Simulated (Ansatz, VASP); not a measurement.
## Pt: VASP beside Ansatz

Contents of INCAR:

```
ALGO     = Fast           # electronic algorithm
EDIFF    = 1E-6           # SCF threshold, eV
ENCUT    = 520            # plane-wave cutoff, eV
GGA      = PE             # functional
ISIF     = 2              # what is computed and relaxed
ISMEAR   = 0              # smearing method
LASPH    = True           # aspherical terms in the spheres
LCHARG   = False          # write CHGCAR
LREAL    = False          # projectors in reciprocal space
LWAVE    = False          # write WAVECAR
NBANDS   = 11             # bands
NELM     = 60             # most SCF steps
PREC     = Accurate       # precision mode
SIGMA    = 0.15           # smearing width, eV
```

File KPOINTS:

```
k-points
0
Gamma
  20 20 20
```

Contents of POSCAR:

```
Pt
1.0
    0.0000000000      2.0557950000      1.9089525000
    2.0557950000      0.0000000000      1.9089525000
    2.0557950000      2.0557950000      0.0000000000
Pt
1
Direct
    0.0000000000      0.0000000000      0.0000000000
```

Input for Ansatz:

```yaml
crystal:
  lattice:
    - [0.0, 2.055795, 1.9089525]
    - [2.055795, 0.0, 1.9089525]
    - [2.055795, 2.055795, 0.0]
  atoms:
    - { symbol: Pt, position: [0.0, 0.0, 0.0] }
basis:
  ecutwfc: 420
kpoints:
  mp_grid: { grid: [20, 20, 20] }
hamiltonian:
  xc: pbe
scf:
  occupations: { method: gaussian, width: 0.15 }
output:
  forces: true
  stress: true
  eigenvalues: true
```

Change from the starting cell: strain +0.050 along x and y, -0.025 along z, atoms carried along.

Alike in both runs: task single point; functional PBE; k mesh 20 × 20 × 20; occupations gaussian, width 0.15 eV; no spin polarisation.

|  | VASP | Ansatz |
| --- | --- | --- |
| version | VASP 6.6.1 | Ansatz 0.2.0 |
| potentials or method | VASP PAW PBE potentials, release 64 (Pt), cutoff 520 eV | scalar-relativistic, plane waves, PAW |
| valence electrons in the cell | 10 | 18 |

```csv
,VASP,Ansatz,Ansatz less VASP
gap on the k mesh at the Fermi level (eV),none,none,-
pressure (GPa),-7.0,-6.6,+0.43
"traceless stress, the component that is largest in VASP (GPa)",2.48,2.50,+0.016
```

A gap of «none» marks a metal or a gap that the smearing closes. VASP's potentials hold 10 valence electrons a cell and Ansatz's 18, so a difference there can come from the potentials and not from the codes.

Neither program's run includes spin-orbit coupling.
